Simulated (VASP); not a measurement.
# SiC (F-43m) in VASP: notebook

Runs on SiC. Level: PBE. Tasks: single point.

Everything below comes from runs of VASP 6.6.1. Logs are shortened: lines on timing, memory, paths and dates and some standing lists are left out, and cuts for length are marked.

**1. The cell of the first run**

Symmetry: F-43m, No. 216, cubic system. Conventional cell: a = 4.356 Å, b = 4.356 Å, c = 4.356 Å, α = 90.00°, β = 90.00°, γ = 90.00°. Within 2.5 Å of Si (site symmetry -43m) lie 4 C at 1.89 Å. C (site symmetry -43m) has 4 Si at 1.89 Å within 2.5 Å.

**2. Single point, PBE**

Contents of INCAR:

```
  ALGO = Normal
  EDIFF = 1E-6
  ENCUT = 520
  GGA = PE
  ISIF = 2
  ISMEAR = 0
  LASPH = T
  LCHARG = T
  LELF = T
  LREAL = F
  LVHAR = T
  LWAVE = F
  NBANDS = 11
  NELM = 60
  PREC = Accurate
  SIGMA = 0.01
```

Contents of KPOINTS:

```
k-points
0
Gamma
  6 6 6
```

Contents of POSCAR:

```
SiC
1.0
    0.0000000000      2.1780523469      2.1780523469
    2.1780523469      0.0000000000      2.1780523469
    2.1780523469      2.1780523469      0.0000000000
Si C
1 1
Direct
    0.0000000000      0.0000000000      0.0000000000
    0.2500000000      0.2500000000      0.2500000000
```

Potentials or basis: VASP PAW PBE potentials, release 64 (Si, C).

The run is started by

```sh
> cat potpaw_PBE.64/Si/POTCAR potpaw_PBE.64/C/POTCAR > POTCAR
> mpirun -np 1 vasp_std > vasp.out
```

OUTCAR:

```text
EDIFF = 1E-6
   ENCUT = 520
   GGA = PE
   ISIF = 2
   ISMEAR = 0
   LASPH = T
   LREAL = F
   NELM = 60
   PREC = Accurate

 ion  position               nearest neighbor table
   1  0.000  0.000  0.000-   2 1.89   2 1.89   2 1.89   2 1.89
   2  0.250  0.250  0.250-   1 1.89   1 1.89   1 1.89   1 1.89

  LATTYP: Found a face centered cubic cell.
 ALAT       =     4.3561046938

  Lattice vectors:

 A1 = (   0.0000000000,   2.1780523469,   2.1780523469)
 A2 = (   2.1780523469,   0.0000000000,   2.1780523469)
 A3 = (   2.1780523469,   2.1780523469,   0.0000000000)

Analysis of symmetry for initial positions (statically):
=====================================================================
 Subroutine PRICEL returns:
 Original cell was already a primitive cell.

 Routine SETGRP: Setting up the symmetry group for a
 face centered cubic supercell.

 Subroutine GETGRP returns: Found 24 space group operations
 (whereof 24 operations were pure point group operations)
 out of a pool of 48 trial point group operations.

The static configuration has the point symmetry T_d .

Analysis of symmetry for dynamics (positions and initial velocities):
=====================================================================
 Subroutine PRICEL returns:
 Original cell was already a primitive cell.

 Routine SETGRP: Setting up the symmetry group for a
 face centered cubic supercell.

 Subroutine GETGRP returns: Found 24 space group operations
 (whereof 24 operations were pure point group operations)
 out of a pool of 48 trial point group operations.

The dynamic configuration has the point symmetry T_d .

 Subroutine INISYM returns: Found 24 space group operations
 (whereof 24 operations are pure point group operations),
 and found     1 'primitive' translations

----------------------------------------------------------------------------------------

                                     Primitive cell

  volume of cell :      20.6650

  direct lattice vectors                    reciprocal lattice vectors
     0.000000000  2.178052347  2.178052347    -0.229562894  0.229562894  0.229562894
     2.178052347  0.000000000  2.178052347     0.229562894 -0.229562894  0.229562894
     2.178052347  2.178052347  0.000000000     0.229562894  0.229562894 -0.229562894

  length of vectors
     3.080231169  3.080231169  3.080231169     0.397614596  0.397614596  0.397614596

  position of ions in fractional coordinates (direct lattice)
     0.000000000  0.000000000  0.000000000
     0.250000000  0.250000000  0.250000000

  ion indices of the primitive-cell ions
   primitive index   ion index
                 1           1
                 2           2

----------------------------------------------------------------------------------------

 KPOINTS: k-points

Automatic generation of k-mesh.
 Grid dimensions read from file:
 generate k-points for:    6    6    6

 Generating k-lattice:

  Cartesian coordinates                     Fractional coordinates (reciprocal lattice)
    -0.038260482  0.038260482  0.038260482     0.166666667  0.000000000  0.000000000
     0.038260482 -0.038260482  0.038260482     0.000000000  0.166666667  0.000000000
     0.038260482  0.038260482 -0.038260482     0.000000000  0.000000000  0.166666667

  Length of vectors
     0.066269099  0.066269099  0.066269099

  Shift w.r.t. Gamma in fractional coordinates (k-lattice)
     0.000000000  0.000000000  0.000000000

 Subroutine IBZKPT returns following result:
 ===========================================

 Found     16 irreducible k-points:

 Following reciprocal coordinates:
            Coordinates               Weight
  0.000000  0.000000  0.000000      1.000000
  0.166667  0.000000  0.000000      8.000000
  0.333333  0.000000  0.000000      8.000000
  0.500000  0.000000  0.000000      4.000000
  0.166667  0.166667  0.000000      6.000000
  0.333333  0.166667  0.000000     24.000000
[... 8 lines left out ...]
 -0.333333  0.333333  0.166667     24.000000
 -0.333333  0.500000  0.166667     12.000000
   k-points           NKPTS =     16   k-points in BZ     NKDIM =     16   number of bands    NBANDS=     11
   number of dos      NEDOS =    301   number of ions     NIONS =      2
   total plane-waves  NPLWV =  13824
   dimension x,y,z NGX =    24 NGY =   24 NGZ =   24
   dimension x,y,z NGXF=    48 NGYF=   48 NGZF=   48
   ions per type =               1   1
   NGX,Y,Z   is equivalent  to a cutoff of  12.95, 12.95, 12.95 a.u.
   NGXF,Y,Z  is equivalent  to a cutoff of  25.91, 25.91, 25.91 a.u.
 SYSTEM =  unknown system
   PREC   = accura    normal or accurate (medium, high low for compatibility)
   ISTART =      0    job   : 0-new  1-cont  2-samecut
   ICHARG =      2    charge: 1-file 2-atom 10-const
   ISPIN  =      1    spin polarized calculation?
   LNONCOLLINEAR =      F non collinear calculations
   LSORBIT =      F    spin-orbit coupling
   LASPH  =      T    aspherical Exc in radial PAW
   ENCUT  =  520.0 eV  38.22 Ry    6.18 a.u.   5.73  5.73  5.73*2*pi/ulx,y,z
   NELM   =     60;   NELMIN=  2; NELMDL= -5     # of ELM steps
   EDIFF  = 0.1E-05   stopping-criterion for ELM
   LREAL  =      F    real-space projection
   EDIFFG = 0.1E-04   stopping-criterion for IOM
   NSW    =      0    number of steps for IOM
   IBRION =     -1    ionic relax: 0-MD 1-quasi-New 2-CG
   NFREE  =      0    steps in history (QN), initial steepest desc. (CG)
   ISIF   =      2    stress and relaxation
   ISYM   =      2    0-nonsym 1-usesym 2-fastsym
   POTIM  = 0.5000    time-step for ionic-motion
   TEBEG  =    0.0;   TEEND  =   0.0 temperature during run
   PSTRESS=    0.0 pullay stress
   NELECT =       8.0000    total number of electrons
   NUPDOWN=      -1.0000    fix difference up-down
   EMIN   =  10.00;   EMAX   =-10.00  energy-range for DOS
   EFERMI =   0.00;   METHOD = LEGACY
   ISMEAR =     0;   SIGMA  =   0.01  broadening in eV -4-tet -1-fermi 0-gaus
   EFERMI_NEDOS =   21; number of points for ismear=-14 and -15
   IALGO  =     38    algorithm
   IMIX   =      4    mixing-type and parameters
     AMIX     =   0.40;   BMIX     =  1.00
     AMIX_MAG =   1.60;   BMIX_MAG =  1.00
  volume/ion in A,a.u.               =      10.33        69.73
  Fermi-wavevector in a.u.,A,eV,Ry     =   1.193145  2.254717 19.369182  1.423595
  Thomas-Fermi vector in A             =   2.329166
   LORBIT       =      0    0 simple, 1 ext, 2 COOP (PROOUT), +10 PAW based schemes
   GGA     = PE    functional components
   LHFCALC =     F    Hartree Fock is set to
   AEXX    =    0.0000 exact exchange contribution
   IVDW    =     0    specifies the selected vdW correction
   LEPSILON=     F    determine dielectric tensor
   LRPA    =     F    only Hartree local field effects (RPA)
 non-spin polarized calculation
 Gauss-broadening in eV      SIGMA  =   0.01
  energy-cutoff  :      520.00
  volume of cell :       20.66
 maximum number of plane-waves:       568
   NGX = 11   NGY = 11   NGZ = 11

 number of electron       8.0000001 magnetization

 Free energy of the ion-electron system (eV)
  ---------------------------------------------------
  ext. energy  EPLUGINS =         0.00000000
  ---------------------------------------------------
  free energy    TOTEN  =       -15.04652195 eV

  energy without entropy =      -15.04652195  energy(sigma->0) =      -15.04652195

 E-fermi :   8.1817     XC(G=0): -11.3599

 val. band max:        8.1291888322   @ k =   0.0000   0.0000   0.0000
 cond. band min:       9.4787243003   @ k =   0.5000   0.5000   0.0000
 fundamental gap:      1.3495354681
 Fermi energy:         8.1816986193

 k-point     1 :       0.0000    0.0000    0.0000
  band No.  band energies     occupation
      1      -7.2878      2.00000
      2       8.1292      2.00000
      3       8.1292      2.00000
      4       8.1292      2.00000
      5      14.3771      0.00000
      6      15.4391      0.00000
      7      15.4391      0.00000
      8      15.4391      0.00000
      9      22.6369      0.00000
     10      22.6369      0.00000
     11      24.6244      0.00000

 k-point     2 :       0.1667    0.0000    0.0000
  band No.  band energies     occupation
      1      -6.7479      2.00000
      2       5.7568      2.00000
      3       7.7991      2.00000
      4       7.7991      2.00000
      5      14.4807      0.00000
      6      15.9578      0.00000
      7      15.9578      0.00000
      8      16.4923      0.00000
      9      21.1028      0.00000
     10      21.1028      0.00000
     11      23.8007      0.00000

 k-point     3 :       0.3333    0.0000    0.0000
  band No.  band energies     occupation
      1      -5.2193      2.00000
      2       1.9484      2.00000
      3       7.2850      2.00000
      4       7.2850      2.00000
      5      13.8232      0.00000
      6      15.7731      0.00000
      7      15.7731      0.00000
      8      18.0553      0.00000
      9      22.4131      0.00000
     10      22.4131      0.00000
     11      23.4006      0.00000

 k-point     4 :       0.5000    0.0000    0.0000
  band No.  band energies     occupation
      1      -3.7152      2.00000
      2      -0.4166      2.00000
      3       7.0764      2.00000
      4       7.0764      2.00000
      5      13.5711      0.00000
      6      15.3550      0.00000
      7      15.3550      0.00000
      8      18.1880      0.00000
      9      24.3411      0.00000
     10      25.3708      0.00000
     11      25.3708      0.00000
[... 127 lines left out ...]
 k-point    14 :       0.5000    0.3333    0.1667
  band No.  band energies     occupation
      1      -3.9341      2.00000
      2       2.1723      2.00000
      3       4.0243      2.00000
      4       5.7077      2.00000
      5      13.0236      0.00000
      6      15.8832      0.00000
      7      16.7183      0.00000
      8      19.8146      0.00000
      9      21.4589      0.00000
     10      24.9351      0.00000
     11      28.7459      0.00000

 k-point    15 :      -0.3333    0.3333    0.1667
  band No.  band energies     occupation
      1      -2.6309      2.00000
      2       0.7491      2.00000
      3       3.4115      2.00000
      4       5.0052      2.00000
      5      13.2487      0.00000
      6      16.0259      0.00000
      7      18.4531      0.00000
      8      19.4240      0.00000
      9      21.0519      0.00000
     10      24.6049      0.00000
     11      29.3031      0.00000

 k-point    16 :      -0.3333    0.5000    0.1667
  band No.  band energies     occupation
      1      -2.0922      2.00000
      2       0.8368      2.00000
      3       3.6165      2.00000
      4       3.7407      2.00000
      5      12.1188      0.00000
      6      15.2242      0.00000
      7      18.9700      0.00000
      8      20.3498      0.00000
      9      22.3250      0.00000
     10      25.8532      0.00000
     11      29.2921      0.00000

------------------------ aborting loop because EDIFF is reached ----------------------------------------

  FORCE on cell =-STRESS in cart. coord.  units (eV):
  Direction    XX          YY          ZZ          XY          YZ          ZX
  --------------------------------------------------------------------------------------
  -------------------------------------------------------------------------------------
  Total        0.4574598      0.4574598      0.4574598      0.0000000     -0.0000000      0.0000000
  in kB       35.4673373     35.4673373     35.4673373      0.0000000     -0.0000000      0.0000000
  external PRESSURE =      35.4673373 kB  Pullay stress =       0.0000000 kB

 VOLUME and BASIS-vectors are now :
 -----------------------------------------------------------------------------
  energy-cutoff  :      520.00
  volume of cell :       20.66
      direct lattice vectors                 reciprocal lattice vectors
     0.000000000  2.178052347  2.178052347    -0.229562894  0.229562894  0.229562894
     2.178052347  0.000000000  2.178052347     0.229562894 -0.229562894  0.229562894
     2.178052347  2.178052347  0.000000000     0.229562894  0.229562894 -0.229562894

 POSITION                                       TOTAL-FORCE (eV/Angst)
 -----------------------------------------------------------------------------------
      0.00000      0.00000      0.00000         0.000000      0.000000     -0.000000
      1.08903      1.08903      1.08903        -0.000000     -0.000000      0.000000
 -----------------------------------------------------------------------------------
    total drift:                                0.000000      0.000000      0.000000

  FREE ENERGIE OF THE ION-ELECTRON SYSTEM (eV)
  ---------------------------------------------------
  free  energy   TOTEN  =       -15.0465219550 eV

  energy  without entropy=      -15.0465219550  energy(sigma->0) =      -15.04652195
```

It took 2.9 s on 1 thread of Intel Xeon Platinum 8488C (Sapphire Rapids), shared host; peak memory 0.13 GiB.

Results:

```
Free energy            : -15.0465 eV
Pressure               : 3.5 GPa
Band gap on the k mesh : 1.35 eV, indirect (least direct gap 4.54 eV)
```

Levels at points of the mesh, in eV from the valence-band top:
| k point | band 2 | band 3 | band 4 | band 5 | band 6 | band 7 |
| --- | --- | --- | --- | --- | --- | --- |
| (0.00, 0.00, 0.00) | 0.00 | 0.00 | 0.00 | 6.25 | 7.31 | 7.31 |
| (0.50, 0.00, 0.00) | -8.55 | -1.05 | -1.05 | 5.44 | 7.23 | 7.23 |
| (0.50, 0.50, 0.00) | -7.80 | -3.19 | -3.19 | 1.35 | 4.32 | 14.05 |

**3. Single point, PBE**

This run uses another cell than the first one, of 10.50 Å³/atom, 1.016 times its volume.

Contents of INCAR:

```
PREC     = Accurate       # precision mode
ENCUT    = 520            # plane-wave cutoff, eV
EDIFF    = 1E-6           # SCF threshold, eV
ISMEAR   = -1             # smearing method
SIGMA    = 0.02           # smearing width, eV
LREAL    = False          # projectors in reciprocal space
LASPH    = True           # aspherical terms in the spheres
NELM     = 60             # most SCF steps
ALGO     = Normal         # electronic algorithm
ISIF     = 2              # what is computed and relaxed
LWAVE    = False          # write WAVECAR
LCHARG   = False          # write CHGCAR
GGA      = PE             # functional
NBANDS   = 11             # bands
```

Contents of KPOINTS:

```
regular mesh
0
Gamma
  10 10 10
```

Contents of POSCAR:

```
SiC
1.0
    0.0000000000      2.1897788131      2.1897788131
    2.1897788131      0.0000000000      2.1897788131
    2.1897788131      2.1897788131      0.0000000000
Si C
1 1
Direct
    0.0000000000      0.0000000000      0.0000000000
    0.2500000000      0.2500000000      0.2500000000
```

Potentials or basis: VASP PAW PBE potentials, release 64 (Si, C).

The run is started by

```sh
> cat potpaw_PBE.64/Si/POTCAR potpaw_PBE.64/C/POTCAR > POTCAR
> mpirun -np 1 vasp_std > vasp.out
```

Wall time 4.9 s (1 thread of Intel Xeon Platinum 8488C (Sapphire Rapids), shared host); peak memory 0.13 GiB.

Results (log left out):

| Property | Result |
| --- | --- |
| Free energy | -15.0608 eV |
| Pressure | 0.0 GPa |
| Band gap on the k mesh | 1.37 eV, indirect (least direct gap 4.53 eV) |

Levels at points of the mesh, in eV from the valence-band top:
```csv
k point,band 1,band 2,band 3,band 4,band 5,band 6,band 7,band 8,band 9
"(0.00, 0.00, 0.00)",-15.29,0.00,0.00,0.00,6.06,7.21,7.21,7.21,14.42
"(0.50, 0.00, 0.00)",-11.78,-8.45,-1.05,-1.05,5.30,7.17,7.17,9.97,16.02
"(0.50, 0.50, 0.00)",-10.34,-7.75,-3.16,-3.16,1.37,4.27,13.86,13.86,14.59
```

A k mesh can miss the band edges. PBE gaps usually lie below the measured ones, often by a third to a half.

(Continued in part 2 of 2.)
